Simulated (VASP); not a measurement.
A run of VASP 6.6.1 is set up as follows.

The input INCAR:

```
ALGO = Normal
DIPOL = 0.5 0.5 0.292
EDIFF = 1E-6
ENCUT = 400
GGA = PS
GGA_COMPAT = F
IDIPOL = 3
ISIF = 2
ISMEAR = 0
LASPH = T
LCHARG = T
LDIPOL = T
LELF = T
LREAL = F
LVACPOTAV = T
LVHAR = T
LWAVE = F
NBANDS = 28
NELM = 120
NELMDL = -8
PREC = Accurate
SIGMA = 0.1
```

The input KPOINTS:

```
k-points
0
Gamma
  12 12 1
```

Contents of POSCAR:

```
W
1.0
    2.8270069230      0.0000000000      0.0000000000
   -1.4135034615      2.4482598120      0.0000000000
    0.0000000000      0.0000000000     21.6494001869
W
3
Direct
    0.6666666667      0.3333333333      0.1847626246
    0.3333333333      0.6666666667      0.2921453723
    0.0000000000      0.0000000000      0.3995214700
```

Potentials or basis: VASP PAW PBE potentials, release 64 (W_sv).

Command:

```bash
$ cat potpaw_PBE.64/W_sv/POTCAR > POTCAR
$ mpirun -np 1 vasp_std > vasp.out
```

Predict the largest force.

0.028 eV/Å.

What does it give for the band gap on the k mesh?

Zero (bands 21 and 22 overlap by 1.62 eV).

Forces on the atoms (eV/Å):
```
W    0.000  0.000 -0.028
W    0.000  0.000  0.000
W    0.000  0.000  0.028
```

Caveat: the PAW data sets were made with another functional, which shifts forces and pressure a little; spin-orbit coupling is left out, which moves the levels of the heavy elements.
